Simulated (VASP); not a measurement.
Here is a VASP 6.6.1 calculation.

File INCAR:

```
SYSTEM = Mg12Cu
PREC = Accurate
ENCUT = 520
EDIFF = 1E-6
ISMEAR = -1
SIGMA = 0.05
LREAL = .FALSE.
LASPH = .TRUE.
NELM = 80
ALGO = Normal
ISIF = 2
LWAVE = .FALSE.
LCHARG = .FALSE.
GGA = PE
IVDW = 12
NBANDS = 30
```

The input KPOINTS:

```
regular mesh
0
G
  3 2 3
  0 0 0
```

Contents of POSCAR:

```
Mg12Cu
1.0
    6.4200000000      0.0000000000      0.0000000000
   -4.8150000000      8.3398250000      0.0000000000
    0.0000000000      0.0000000000      5.2130400000
Mg Cu
12 1
Direct
    0.0436098343      0.0081138393     -0.0117361463
    0.1427910740      0.2414690956      0.4595401148
   -0.0115322568      0.3195324842     -0.0682216135
    0.2770926264      0.6107336785      0.5324482452
    0.0209954540      0.6448385907      0.0187017556
    0.1268458523      0.8550031925      0.4979979053
    0.5018384578     -0.0271701145      0.0182110630
    0.5394633004      0.1591805583      0.5338564446
    0.5166349459      0.3318237493      0.0233838605
    0.6762365320      0.5408034341      0.5298081350
    0.5639631696      0.6762998025      0.0214832420
    0.7095463917      0.9131843894      0.5095345518
   -0.1043038288      0.3963174287      0.3723769624
```

Potentials or basis: VASP PAW PBE potentials, release 64 (Mg, Cu).

The run is started by

```bash
$ cat potpaw_PBE.64/Mg/POTCAR potpaw_PBE.64/Cu/POTCAR > POTCAR
$ mpirun -np 1 vasp_std > vasp.out
```

Predict the band gap on the k mesh.

zero (an odd number of electrons rules out a gap without spin polarisation).

Estimate the pressure.

-0.3 GPa.

Forces on the atoms (eV/Å):
```
Mg  -0.003  0.001 -0.015
Mg  -0.011 -0.030 -0.095
Mg   0.018  0.009 -0.154
Mg  -0.017 -0.042  0.092
Mg  -0.006  0.026  0.053
Mg   0.018  0.016  0.011
Mg   0.005  0.036  0.053
Mg   0.008  0.029  0.097
Mg   0.004  0.002  0.067
Mg   0.022  0.000  0.088
Mg  -0.016 -0.013  0.064
Mg  -0.018 -0.025  0.037
Cu  -0.005 -0.008 -0.300
```

Caveat: the k points lie up to 0.40 Å⁻¹ apart, too coarse for converged energies and pressures of a metal.
